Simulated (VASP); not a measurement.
A run of VASP 6.6.1 is set up as follows.

The input INCAR:

```
PREC = Accurate
ENCUT = 600
EDIFF = 1E-6
ISMEAR = 0
SIGMA = 0.1
LREAL = F
LASPH = T
NELM = 120
ALGO = Normal
ISIF = 2
LWAVE = F
LCHARG = F
GGA = PE
NBANDS = 55
GGA_COMPAT = F
```

File KPOINTS:

```
regular mesh
0
Gamma
  6 6 6
```

Contents of POSCAR:

```
Ga2O3
1.0
    2.5000000000      1.4433757000      4.4900000000
   -2.5000000000      1.4433757000      4.4900000000
    0.0000000000     -2.8867513000      4.4900000000
Ga O
4 6
Direct
    0.3550000000      0.3550000000      0.3550000000
    0.1450000000      0.1450000000      0.1450000000
    0.6450000000      0.6450000000      0.6450000000
    0.8550000000      0.8550000000      0.8550000000
    0.5550000000      0.9450000000      0.2500000000
    0.2500000000      0.5550000000      0.9450000000
    0.9450000000      0.2500000000      0.5550000000
    0.4450000000      0.0550000000      0.7500000000
    0.7500000000      0.4450000000      0.0550000000
    0.0550000000      0.7500000000      0.4450000000
```

Potentials or basis: VASP PAW PBE potentials, release 64 (Ga_d, O).

The run is started by

```console
$ cat potpaw_PBE.64/Ga_d/POTCAR potpaw_PBE.64/O/POTCAR > POTCAR
$ mpirun -np 1 vasp_std > vasp.out
```

Predict the pressure.

8.2 GPa.

Predict the largest force.

0.122 eV/Å.

What does it give for the band gap on the k mesh?

2.76 eV, indirect (least direct gap 3.01 eV).

Forces in eV/Å, atoms in the order of the input:
```
Ga   0.000  0.000  0.110
Ga   0.000  0.000 -0.110
Ga   0.000  0.000 -0.110
Ga   0.000  0.000  0.110
O   -0.122  0.000  0.000
O    0.061 -0.106  0.000
O    0.061  0.106  0.000
O    0.122  0.000  0.000
O   -0.061  0.106  0.000
O   -0.061 -0.106  0.000
```

A k mesh can miss the band edges. Expect the measured gap to be larger: semilocal functionals such as PBE lack the derivative discontinuity.
